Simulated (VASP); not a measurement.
Write the native input for VASP 6.6.1 that does the following.

```
Task                   : single point
Functional             : r2SCAN
Potentials or basis    : VASP PAW PBE potentials, release 64 (Se)
Cutoff                 : 520 eV
k mesh                 : 15 × 15 × 15
Occupations            : gaussian, width 0.1 eV
Spin                   : no spin polarisation
Dipole correction      : no
Further INCAR settings : ALGO = Normal; EDIFF = 1e-07; NBANDS = 9
```

Crystal: Se.

```
Se
1.0
     1.95931    1.13121    1.52326
    -1.95931    1.13121    1.52326
     0.00000   -2.26242    1.52326
Se
1
Direct
  0.00000 0.00000 0.00000
```

One way to write it, as run:

POSCAR

```
Se
1.0
    1.9593142635      1.1312106175      1.5232581922
   -1.9593142635      1.1312106175      1.5232581922
    0.0000000000     -2.2624212350      1.5232581922
Se
1
Direct
    0.0000000000      0.0000000000      0.0000000000
```

INCAR.step1

```
SYSTEM = Se
ALGO     = Normal         ! electronic algorithm
EDIFF    = 1E-4           ! SCF threshold, eV
ENCUT    = 520            ! plane-wave cutoff, eV
GGA      = PE             ! functional
ISMEAR   = 0              ! smearing method
LASPH    = .TRUE.         ! aspherical terms in the spheres
LCHARG   = .FALSE.        ! write CHGCAR
LREAL    = .FALSE.        ! projectors in reciprocal space
LWAVE    = .TRUE.         ! write WAVECAR
NBANDS   = 9              ! bands
NELM     = 60             ! most SCF steps
PREC     = Accurate       ! precision mode
SIGMA    = 0.1            ! smearing width, eV
```

INCAR.step2

```
SYSTEM = Se
ALGO     = Normal         ! electronic algorithm
EDIFF    = 1E-7           ! SCF threshold, eV
ENCUT    = 520            ! plane-wave cutoff, eV
ISIF     = 2              ! what is computed and relaxed
ISMEAR   = 0              ! smearing method
ISTART   = 1            
LASPH    = .TRUE.         ! aspherical terms in the spheres
LCHARG   = .FALSE.        ! write CHGCAR
LMIXTAU  = .TRUE.       
LREAL    = .FALSE.        ! projectors in reciprocal space
LWAVE    = .FALSE.        ! write WAVECAR
METAGGA  = R2SCAN         ! meta-GGA
NBANDS   = 9              ! bands
NELM     = 60             ! most SCF steps
PREC     = Accurate       ! precision mode
SIGMA    = 0.1            ! smearing width, eV
```

KPOINTS

```
k-points
0
G
  15 15 15
  0 0 0
```

Potentials or basis: VASP PAW PBE potentials, release 64 (Se).

Command:

```bash
$ cat potpaw_PBE.64/Se/POTCAR > POTCAR
$ cp INCAR.step1 INCAR
$ mpirun -np 1 vasp_std > vasp.out
$ cp INCAR.step2 INCAR
$ mpirun -np 1 vasp_std > vasp.out
```

It gave:

```
Pressure               : 8.7 GPa
Band gap on the k mesh : zero (bands 3 and 4 overlap by 6.91 eV)
```

Caveat: the cell stands under pressure; the PAW data sets were made with another functional, which shifts forces and pressure a little.

Run time: 110 s on 1 thread of Intel(R) Xeon(R) Platinum 8259CL CPU @ 2.50GHz (Skylake/Cascade Lake), on a shared host, peak memory 0.17 GiB.
